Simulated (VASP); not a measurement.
**As: single point with PBE+D3(BJ)**

As:

```
As
1.0
     1.82594   -5.69340    0.00000
     1.82594    5.69340    0.00000
     0.00000    0.00000    4.73987
As
4
Direct
  0.10456 0.89544 0.07354
  0.89544 0.10456 0.92646
  0.39544 0.60456 0.57354
  0.60456 0.39544 0.42646
```

| Item | Value |
| --- | --- |
| Program | VASP 6.6.1 |
| Task | single point |
| Functional | PBE |
| Dispersion | D3(BJ) |
| Potentials or basis | VASP PAW PBE potentials, release 64 (As_d) |
| Cutoff | 510 eV |
| k mesh | 6 × 6 × 4 |
| Occupations | gaussian, width 0.1 eV |
| Spin | no spin polarisation |
| Dipole correction | no |
| Further INCAR settings | ALGO = Normal; EDIFF = 1e-06; NBANDS = 38 |

```
Pressure                   : -0.6 GPa
Largest force              : 0.329 eV/Å
Dispersion energy per atom : -0.364 eV
```

Forces on the atoms (eV/Å):
```
As   0.000 -0.203 -0.259
As   0.000  0.203  0.259
As   0.000  0.203 -0.259
As   0.000 -0.203  0.259
```

Stress tensor (GPa, compression positive):
```
-0.05  0.00  0.00
 0.00 -0.73  0.00
 0.00  0.00 -1.10
```

Levels at points of the mesh, in eV from the Fermi level:
```csv
k point,band 27,band 28,band 29,band 30,band 31,band 32,band 33,band 34
"(0.00, 0.00, 0.00)",-3.06,-2.20,-1.80,-1.07,1.36,1.68,2.12,2.97
"(0.50, 0.00, 0.00)",-2.75,-2.75,-2.36,-2.36,0.84,0.84,1.35,1.35
"(0.50, 0.50, 0.00)",-3.27,-1.46,-1.39,0.00,0.00,1.65,1.98,2.74
"(0.00, 0.00, 0.50)",-2.22,-2.22,-0.98,-0.98,0.92,0.92,2.51,2.51
"(0.50, 0.00, 0.50)",-4.49,-4.49,-1.71,-1.71,1.94,1.94,3.88,3.88
"(0.50, 0.50, 0.50)",-2.21,-2.21,-1.40,-1.40,1.34,1.34,1.89,1.89
```

Run time: 2.8 min on 1 thread of Intel(R) Xeon(R) Platinum 8375C CPU @ 2.90GHz (Ice Lake), with other jobs on the host, peak memory 0.3 GiB.
